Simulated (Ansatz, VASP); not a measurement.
# Two plane-wave programs on SrTe

Contents of INCAR:

```
AGGAC    = 1.0          
AGGAX    = 1.0          
ALDAC    = 0.0          
ALDAX    = 1.0          
ALGO     = Normal         # electronic algorithm
EDIFF    = 1E-6           # SCF threshold, eV
ENCUT    = 500            # plane-wave cutoff, eV
GGA      = B5             # functional
GGA_COMPAT= False        
ISIF     = 2              # what is computed and relaxed
ISMEAR   = 0              # smearing method
LASPH    = True           # aspherical terms in the spheres
LCHARG   = False          # write CHGCAR
LREAL    = False          # projectors in reciprocal space
LWAVE    = False          # write WAVECAR
NBANDS   = 15             # bands
NELM     = 120            # most SCF steps
PREC     = Accurate       # precision mode
SIGMA    = 0.05           # smearing width, eV
```

Contents of KPOINTS:

```
k-points
0
Gamma
  6 6 6
```

POSCAR

```
SrTe
1.0
    0.0000000000      3.3946438580      3.3946438580
    3.3946438580      0.0000000000      3.3946438580
    3.3946438580      3.3946438580      0.0000000000
Sr Te
1 1
Direct
    0.5000000000      0.5000000000      0.5000000000
    0.0000000000      0.0000000000      0.0000000000
```

Input for Ansatz:

```yaml
crystal:
  lattice:
    - [0.0, 3.394643858, 3.394643858]
    - [3.394643858, 0.0, 3.394643858]
    - [3.394643858, 3.394643858, 0.0]
  atoms:
    - { symbol: Sr, position: [0.5, 0.5, 0.5] }
    - { symbol: Te, position: [0.0, 0.0, 0.0] }
basis:
  ecutwfc: 420
  ecutrho_ratio: 4
kpoints:
  mp_grid: { grid: [6, 6, 6] }
hamiltonian:
  xc: blyp
scf:
  occupations: { method: gaussian, width: 0.05 }
output:
  forces: true
  stress: true
  eigenvalues: true
```

Alike in both runs: task single point; functional BLYP; k mesh 6 × 6 × 6; occupations gaussian, width 0.05 eV; no spin polarisation.

|  | VASP | Ansatz |
| --- | --- | --- |
| version | VASP 6.6.1 | Ansatz 0.2.0 |
| potentials or method | VASP PAW PBE potentials, release 64 (Sr_sv, Te), cutoff 500 eV | scalar-relativistic, plane waves, PAW |
| valence electrons in the cell | 16 | 26 |

```csv
,VASP,Ansatz,Ansatz less VASP
gap on the k mesh at the Fermi level (eV),1.96,2.00,+0.037
least direct gap on the mesh (eV),2.63,2.66,+0.030
pressure (GPa),0.8,0.6,-0.15
```

VASP's potentials were made for PBE, not for BLYP. VASP's potentials hold 16 valence electrons a cell and Ansatz's 26, so a difference there can come from the potentials and not from the codes.

Spin-orbit coupling is off throughout.
